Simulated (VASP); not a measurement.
Input of a VASP 6.6.1 run:

Contents of INCAR:

```
ALGO     = Normal         # electronic algorithm
EDIFF    = 1E-7           # SCF threshold, eV
ENCUT    = 520            # plane-wave cutoff, eV
GGA      = PS             # functional
ISIF     = 2              # what is computed and relaxed
ISMEAR   = -1             # smearing method
LASPH    = T              # aspherical terms in the spheres
LCHARG   = F              # write CHGCAR
LREAL    = F              # projectors in reciprocal space
LWAVE    = F              # write WAVECAR
NBANDS   = 11             # bands
NELM     = 100            # most SCF steps
PREC     = Accurate       # precision mode
SIGMA    = 0.05           # smearing width, eV
```

The input KPOINTS:

```
k-points
0
Gamma
  15 15 15
```

File POSCAR:

```
MgO
1.0
    0.0000000000      1.8885787445      1.8885787445
    1.8885787445      0.0000000000      1.8885787445
    1.8885787445      1.8885787445      0.0000000000
Mg O
1 1
Direct
    0.0000000000      0.0000000000      0.0000000000
    0.5000000000      0.5000000000      0.5000000000
```

Potentials or basis: VASP PAW PBE potentials, release 64 (Mg, O).

Launch:

```bash
$ cat potpaw_PBE.64/Mg/POTCAR potpaw_PBE.64/O/POTCAR > POTCAR
$ mpirun -np 1 vasp_std > vasp.out
```

Task: Predict the pressure.

Result: 103.5 GPa.

Task: Estimate the band gap on the k mesh.

Result: 8.51 eV, direct.

Caveat: the PAW data sets were made with another functional, which shifts forces and pressure a little. A k mesh can miss the band edges.
